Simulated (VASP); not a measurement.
## Bi: relaxation of cell and atoms with LDA

The system is Bi.

```
CELL_PARAMETERS angstrom
-1.98143 1.98143 1.98143
1.98143 -1.98143 1.98143
1.98143 1.98143 -1.98143
ATOMIC_POSITIONS crystal
Bi 0.00000 0.00000 0.00000
```

| Item | Value |
| --- | --- |
| Program | VASP 6.6.1 |
| Task | relaxation of cell and atoms |
| Functional | LDA |
| Potentials or basis | VASP PAW LDA potentials, release 64 (Bi_d) |
| Cutoff | 600 eV |
| k mesh | 16 × 16 × 16 |
| Occupations | gaussian, width 0.1 eV |
| Spin | no spin polarisation |
| Dipole correction | no |
| Further INCAR settings | ALGO = Normal; EDIFF = 1e-06; IBRION = 2; EDIFFG = -0.005; NSW = 100; ISIF = 3 |

```
Relaxed volume                         : 29.23 Å³/atom
Relaxed cell                           : a = 3.361 Å, b = 3.361 Å, c = 3.361 Å, α = 109.47°, β = 109.47°, γ = 109.47°
Space group after relaxing (to 0.05 Å) : Im-3m (No. 229)
Energy gained by relaxing              : 19.1 meV/atom
Ionic steps                            : 17
Pressure after relaxing                : 0.0 GPa
```

Step by step:
```
step  energy change (eV)  largest force (eV/Å)  pressure (GPa)  volume (Å³)
   1              0.0000                0.0000           -3.16        31.12
   2             -0.0134                0.0000            2.10        28.44
   3             -0.0192                0.0000            0.04        29.32
   4             -0.0192                0.0000            0.05        29.35
   5             -0.0140                0.0000           -1.76        30.23
   6             -0.0191                0.0000           -0.14        29.39
   7             -0.0191                0.0000           -0.13        29.38
   8             -0.0191                0.0000           -0.14        29.37
   9             -0.0191                0.0000           -0.09        29.37
  10             -0.0191                0.0000           -0.10        29.37
  11             -0.0191                0.0000           -0.12        29.37
  12             -0.0191                0.0000           -0.14        29.37
  13             -0.0191                0.0000           -0.09        29.36
  14             -0.0192                0.0000           -0.09        29.35
  15             -0.0192                0.0000           -0.07        29.34
  16             -0.0192                0.0000           -0.05        29.30
  17             -0.0191                0.0000            0.01        29.23
```

Final structure:
```
CELL_PARAMETERS angstrom
-1.94048 1.94048 1.94048
1.94048 -1.94048 1.94048
1.94048 1.94048 -1.94048
ATOMIC_POSITIONS crystal
Bi 0.00000 0.00000 0.00000
```

Levels at points of the mesh, in eV from the Fermi level:
```tsv
k point	band 4	band 5	band 6	band 7	band 8	band 9	band 10	band 11
(0.00, 0.00, 0.00)	-22.84	-22.84	-13.97	5.53	5.53	5.53	10.09	10.55
(0.50, 0.00, 0.00)	-22.85	-22.74	-10.56	-5.42	1.67	3.62	6.30	7.82
(0.50, 0.50, 0.50)	-22.77	-22.77	-8.17	-1.94	-1.94	-1.94	3.57	3.57
```

Wall time 2.9 min on 1 thread of Intel(R) Xeon(R) Platinum 8488C (Sapphire Rapids), on a shared host, peak memory 0.2 GiB.

Caveat: spin-orbit coupling is left out, which moves the levels of the heavy elements.
